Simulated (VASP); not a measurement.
# As (P6_3/mmc) in VASP: a series of runs

Runs on As. Level: revPBE. Tasks: single point.

Program: VASP 6.6.1. These are calculated values, not measurements. Logs are shortened: lines on timing, memory, paths and dates and some standing lists are left out, and cuts for length are marked.

**1. The cell of the first run**

Symmetry: P6_3/mmc, No. 194, hexagonal system. The conventional cell has a = 2.989 Å, b = 2.989 Å, c = 10.118 Å, α = 90.00°, β = 90.00°, γ = 120.00°. As (site symmetry -3m) has 12 As at 2.99 to 3.06 Å within 3.9 Å. Within 3.9 Å of As (site symmetry -6m2) lie 12 As at 2.99 to 3.06 Å.

**2. Single point, revPBE**

Contents of INCAR:

```
SYSTEM = As
PREC = Accurate
ENCUT = 520
EDIFF = 1E-7
ISMEAR = -1
SIGMA = 0.1
LREAL = .False.
LASPH = .True.
NELM = 100
ALGO = Normal
ISIF = 2
LWAVE = .False.
LCHARG = .False.
GGA = RE
NBANDS = 18
```

Contents of KPOINTS:

```
regular mesh
0
Gamma
  14 14 4
  0 0 0
```

Contents of POSCAR:

```
As
1.0
    2.9894665845      0.0000000000      0.0000000000
   -1.4947332922      2.5889540059      0.0000000000
    0.0000000000      0.0000000000     10.1176843270
As
4
Direct
    0.0000000000      0.0000000000      0.0000000000
    0.0000000000      0.0000000000      0.5000000000
    0.3333333333      0.6666666667      0.2500000000
    0.6666666667      0.3333333333      0.7500000000
```

Potentials or basis: VASP PAW PBE potentials, release 64 (As).

Started as:

```
> cat potpaw_PBE.64/As/POTCAR > POTCAR
> mpirun -np 1 vasp_std > vasp.out
```

OUTCAR:

```text
SYSTEM = As
   PREC = Accurate
   ENCUT = 520
   EDIFF = 1E-7
   ISMEAR = -1
   LREAL = .False.
   LASPH = .True.
   NELM = 100
   ISIF = 2
   GGA = RE

 ion  position               nearest neighbor table
   1  0.000  0.000  0.000-
   2  0.000  0.000  0.500-
   3  0.333  0.667  0.250-
   4  0.667  0.333  0.750-

  LATTYP: Found a hexagonal cell.
 ALAT       =     2.9894665845
 C/A-ratio  =     3.3844446964

  Lattice vectors:

 A1 = (   2.9894665845,   0.0000000000,   0.0000000000)
 A2 = (  -1.4947332922,   2.5889540059,   0.0000000000)
 A3 = (   0.0000000000,   0.0000000000,  10.1176843270)

Analysis of symmetry for initial positions (statically):
=====================================================================
 Subroutine PRICEL returns:
 Original cell was already a primitive cell.

 Routine SETGRP: Setting up the symmetry group for a
 hexagonal supercell.

 Subroutine GETGRP returns: Found 24 space group operations
 (whereof 12 operations were pure point group operations)
 out of a pool of 24 trial point group operations.

The static configuration has the point symmetry D_3d.
 The point group associated with its full space group is D_6h.

Analysis of symmetry for dynamics (positions and initial velocities):
=====================================================================
 Subroutine PRICEL returns:
 Original cell was already a primitive cell.

 Routine SETGRP: Setting up the symmetry group for a
 hexagonal supercell.

 Subroutine GETGRP returns: Found 24 space group operations
 (whereof 12 operations were pure point group operations)
 out of a pool of 24 trial point group operations.

The dynamic configuration has the point symmetry D_3d.
 The point group associated with its full space group is D_6h.

 Subroutine INISYM returns: Found 24 space group operations
 (whereof 12 operations are pure point group operations),
 and found     1 'primitive' translations

----------------------------------------------------------------------------------------

                                     Primitive cell

  volume of cell :      78.3067
[... 86 lines left out ...]
   ICHARG =      2    charge: 1-file 2-atom 10-const
   ISPIN  =      1    spin polarized calculation?
   LNONCOLLINEAR =      F non collinear calculations
   LSORBIT =      F    spin-orbit coupling
   LASPH  =      T    aspherical Exc in radial PAW
   ENCUT  =  520.0 eV  38.22 Ry    6.18 a.u.   5.56  5.56 18.81*2*pi/ulx,y,z
   NELM   =    100;   NELMIN=  2; NELMDL= -5     # of ELM steps
   EDIFF  = 0.1E-06   stopping-criterion for ELM
   LREAL  =      F    real-space projection
   EDIFFG = 0.1E-05   stopping-criterion for IOM
   NSW    =      0    number of steps for IOM
   IBRION =     -1    ionic relax: 0-MD 1-quasi-New 2-CG
   NFREE  =      0    steps in history (QN), initial steepest desc. (CG)
   ISIF   =      2    stress and relaxation
   ISYM   =      2    0-nonsym 1-usesym 2-fastsym
   POTIM  = 0.5000    time-step for ionic-motion
   TEBEG  =    0.0;   TEEND  =   0.0 temperature during run
   PSTRESS=    0.0 pullay stress
   NELECT =      20.0000    total number of electrons
   NUPDOWN=      -1.0000    fix difference up-down
   EMIN   =  10.00;   EMAX   =-10.00  energy-range for DOS
   EFERMI =   0.00;   METHOD = LEGACY
   ISMEAR =    -1;   SIGMA  =   0.10  broadening in eV -4-tet -1-fermi 0-gaus
   EFERMI_NEDOS =   21; number of points for ismear=-14 and -15
   IALGO  =     38    algorithm
   IMIX   =      4    mixing-type and parameters
     AMIX     =   0.40;   BMIX     =  1.00
     AMIX_MAG =   1.60;   BMIX_MAG =  1.00
  volume/ion in A,a.u.               =      19.58       132.11
  Fermi-wavevector in a.u.,A,eV,Ry     =   1.038688  1.962836 14.678955  1.078873
  Thomas-Fermi vector in A             =   2.173184
   LORBIT       =      0    0 simple, 1 ext, 2 COOP (PROOUT), +10 PAW based schemes
   GGA     = RE    functional components
   LHFCALC =     F    Hartree Fock is set to
   AEXX    =    0.0000 exact exchange contribution
   IVDW    =     0    specifies the selected vdW correction
   LEPSILON=     F    determine dielectric tensor
   LRPA    =     F    only Hartree local field effects (RPA)
 non-spin polarized calculation
  energy-cutoff  :      520.00
  volume of cell :       78.31
 maximum number of plane-waves:      2142
 NGX is ok and might be reduce to    24
   NGX = 11   NGY = 11   NGZ = 37

 number of electron      20.0000005 magnetization

 Free energy of the ion-electron system (eV)
  ---------------------------------------------------
  ext. energy  EPLUGINS =         0.00000000
  ---------------------------------------------------
  free energy    TOTEN  =       -15.34326595 eV

  energy without entropy =      -15.27395924  energy(sigma->0) =      -15.30861259

 E-fermi :   6.3464     XC(G=0): -10.6301

 val. band max:        6.3403185463   @ k =   0.2857   0.0000   0.2500
 cond. band min:       6.3622609673   @ k =   0.2143   0.0714   0.5000
 fundamental gap:      0.0219424209
 Fermi energy:         6.3464379456

 k-point     1 :       0.0000    0.0000    0.0000
  band No.  band energies     occupation
      1      -8.5960      2.00000
      2      -7.2828      2.00000
      3      -7.2696      2.00000
      4      -4.7107      2.00000
      5      -0.3140      2.00000
      6       4.8937      2.00000
[... 481 lines left out ...]
      5       1.2667      2.00000
      6       1.5713      2.00000
[... 10 lines left out ...]
     17      13.4417      0.00000
     18      13.6115      0.00000

 [... further k-points ...]

------------------------ aborting loop because EDIFF is reached ----------------------------------------

  FORCE on cell =-STRESS in cart. coord.  units (eV):
  Direction    XX          YY          ZZ          XY          YZ          ZX
  --------------------------------------------------------------------------------------
  -------------------------------------------------------------------------------------
  Total       -0.1649278     -0.1649278      0.2134919     -0.0000000      0.0000000      0.0000000
  in kB       -3.3744678     -3.3744678      4.3681029     -0.0000000      0.0000000      0.0000000
  external PRESSURE =      -0.7936109 kB  Pullay stress =       0.0000000 kB

 VOLUME and BASIS-vectors are now :
 -----------------------------------------------------------------------------
  energy-cutoff  :      520.00
  volume of cell :       78.31
      direct lattice vectors                 reciprocal lattice vectors
     2.989466585  0.000000000  0.000000000     0.334507837  0.193128190  0.000000000
    -1.494733292  2.588954006  0.000000000     0.000000000  0.386256379  0.000000000
     0.000000000  0.000000000 10.117684327     0.000000000  0.000000000  0.098836845

 POSITION                                       TOTAL-FORCE (eV/Angst)
 -----------------------------------------------------------------------------------
      0.00000      0.00000      0.00000         0.000000      0.000000     -0.000000
      0.00000      0.00000      5.05884         0.000000      0.000000     -0.000000
     -0.00000      1.72597      2.52942        -0.000000      0.000000      0.000000
      1.49473      0.86298      7.58826         0.000000     -0.000000     -0.000000
 -----------------------------------------------------------------------------------
    total drift:                               -0.000000      0.000000      0.000000

  FREE ENERGIE OF THE ION-ELECTRON SYSTEM (eV)
  ---------------------------------------------------
  free  energy   TOTEN  =       -15.3432659512 eV

  energy  without entropy=      -15.2739592382  energy(sigma->0) =      -15.30861259
```

stdout:

```text
POSCAR found type information on POSCAR As
 POSCAR found :  1 types and       4 ions
 scaLAPACK will be used
 -----------------------------------------------------------------------------
|                                                                             |
|                                                                             |
|     You enforced a specific xc type in the INCAR file but a different       |
|     I HOPE YOU KNOW WHAT YOU ARE DOING!                                     |
|                                                                             |
 -----------------------------------------------------------------------------

 LDA part: xc-table for (Slater+PW92), standard interpolation
 POSCAR, INCAR and KPOINTS ok, starting setup
 FFT: planning ... GRIDC
 FFT: planning ... GRID_SOFT
 FFT: planning ... GRID
 WAVECAR not read
 entering main loop
```

Wall time 59 s (1 thread of Intel Xeon Platinum 8259CL at 2.50GHz (Skylake/Cascade Lake), shared host); peak memory 0.24 GiB.

What came out:

```yaml
Free_energy: -15.3433 eV
Pressure: -0.1 GPa
Band_gap_on_the_k_mesh: zero (band 10 reaches 11.23 eV, above the bottom of band 11 at 3.76 eV)
```

Stress tensor (GPa, compression positive):
```
-0.34  0.00  0.00
 0.00 -0.34  0.00
 0.00  0.00  0.44
```

Caveat: the PAW data sets were made with another functional, which shifts forces and pressure a little.

**3. Single point, revPBE (volume scaled by 1.04)**

Contents of INCAR:

```
  PREC = Accurate
  ENCUT = 520
  EDIFF = 1E-7
  ISMEAR = -1
  SIGMA = 0.1
  LREAL = F
  LASPH = T
  NELM = 80
  ALGO = Normal
  ISIF = 2
  LWAVE = F
  LCHARG = F
  GGA = RE
  NBANDS = 18
```

Contents of KPOINTS:

```
Automatic mesh
0
Gamma
  14 14 4
```

Contents of POSCAR:

```
As
1.0
    3.0288061825      0.0000000000      0.0000000000
   -1.5144030912      2.6230230972      0.0000000000
    0.0000000000      0.0000000000     10.2508270208
As
4
Direct
    0.0000000000      0.0000000000      0.0000000000
    0.0000000000      0.0000000000      0.5000000000
    0.3333333333      0.6666666667      0.2500000000
    0.6666666667      0.3333333333      0.7500000000
```

Potentials or basis: VASP PAW PBE potentials, release 64 (As).

Started as:

```
> cat potpaw_PBE.64/As/POTCAR > POTCAR
> mpirun -np 1 vasp_std > vasp.out
```

OUTCAR:

```text
PREC = Accurate
   ENCUT = 520
   EDIFF = 1E-7
   ISMEAR = -1
   LREAL = F
   LASPH = T
   NELM = 80
   ISIF = 2
   GGA = RE

 ion  position               nearest neighbor table
   1  0.000  0.000  0.000-
   2  0.000  0.000  0.500-
   3  0.333  0.667  0.250-
   4  0.667  0.333  0.750-

  LATTYP: Found a hexagonal cell.
 ALAT       =     3.0288061825
 C/A-ratio  =     3.3844446964

  Lattice vectors:

 A1 = (   3.0288061825,   0.0000000000,   0.0000000000)
 A2 = (  -1.5144030912,   2.6230230972,   0.0000000000)
 A3 = (   0.0000000000,   0.0000000000,  10.2508270208)

Analysis of symmetry for initial positions (statically):
=====================================================================
 Subroutine PRICEL returns:
 Original cell was already a primitive cell.

 Routine SETGRP: Setting up the symmetry group for a
 hexagonal supercell.

[... 167 lines left out ...]
  ---------------------------------------------------
  free energy    TOTEN  =       -15.31384349 eV

  energy without entropy =      -15.24113437  energy(sigma->0) =      -15.27748893

 E-fermi :   5.9045     XC(G=0): -10.4567

 val. band max:        5.8544601464   @ k =   0.2143   0.0714   0.5000
 cond. band min:       5.9379245156   @ k =   0.4286   0.1429   0.5000
 fundamental gap:      0.0834643693
 Fermi energy:         5.9045474760

 k-point     1 :       0.0000    0.0000    0.0000
  band No.  band energies     occupation
      1      -8.6909      2.00000
      2      -7.4319      2.00000
      3      -7.4201      2.00000
      4      -5.0274      2.00000
      5      -0.4606      2.00000
      6       4.4859      2.00000
[... 481 lines left out ...]
      5       1.0571      2.00000
      6       1.3535      2.00000
[... 10 lines left out ...]
     17      12.9738      0.00000
     18      13.1049      0.00000

 [... further k-points ...]

------------------------ aborting loop because EDIFF is reached ----------------------------------------

  FORCE on cell =-STRESS in cart. coord.  units (eV):
  Direction    XX          YY          ZZ          XY          YZ          ZX
  --------------------------------------------------------------------------------------
  -------------------------------------------------------------------------------------
  Total       -1.5854049     -1.5854049     -1.1487279     -0.0000000      0.0000000      0.0000000
  in kB      -31.1902076    -31.1902076    -22.5993131     -0.0000000      0.0000000      0.0000000
  external PRESSURE =     -28.3265761 kB  Pullay stress =       0.0000000 kB

 VOLUME and BASIS-vectors are now :
 -----------------------------------------------------------------------------
  energy-cutoff  :      520.00
  volume of cell :       81.44
      direct lattice vectors                 reciprocal lattice vectors
     3.028806182  0.000000000  0.000000000     0.330163087  0.190619747  0.000000000
    -1.514403091  2.623023097  0.000000000     0.000000000  0.381239495  0.000000000
     0.000000000  0.000000000 10.250827021     0.000000000  0.000000000  0.097553105

 POSITION                                       TOTAL-FORCE (eV/Angst)
 -----------------------------------------------------------------------------------
      0.00000      0.00000      0.00000        -0.000000      0.000000      0.000000
      0.00000      0.00000      5.12541        -0.000000      0.000000      0.000000
     -0.00000      1.74868      2.56271        -0.000000      0.000000     -0.000000
      1.51440      0.87434      7.68812         0.000000     -0.000000      0.000000
 -----------------------------------------------------------------------------------
    total drift:                               -0.000000      0.000000      0.000000

  FREE ENERGIE OF THE ION-ELECTRON SYSTEM (eV)
  ---------------------------------------------------
  free  energy   TOTEN  =       -15.3138434896 eV

  energy  without entropy=      -15.2411343720  energy(sigma->0) =      -15.27748893
```

stdout:

```text
POSCAR found type information on POSCAR As
 POSCAR found :  1 types and       4 ions
 scaLAPACK will be used
 -----------------------------------------------------------------------------
|                                                                             |
|                                                                             |
|     You enforced a specific xc type in the INCAR file but a different       |
|     I HOPE YOU KNOW WHAT YOU ARE DOING!                                     |
|                                                                             |
 -----------------------------------------------------------------------------

 LDA part: xc-table for (Slater+PW92), standard interpolation
 POSCAR, INCAR and KPOINTS ok, starting setup
 FFT: planning ... GRIDC
 FFT: planning ... GRID_SOFT
 FFT: planning ... GRID
 WAVECAR not read
 entering main loop
```

It took 59 s on 1 thread of Intel Xeon Platinum 8259CL at 2.50GHz (Skylake/Cascade Lake), shared host; peak memory 0.24 GiB.

What came out:

| Item | Value |
| --- | --- |
| Free energy | -15.3138 eV |
| Pressure | -2.8 GPa |
| Band gap on the k mesh | zero (band 10 reaches 10.55 eV, above the bottom of band 11 at 3.45 eV) |

Caveat: the PAW data sets were made with another functional, which shifts forces and pressure a little.
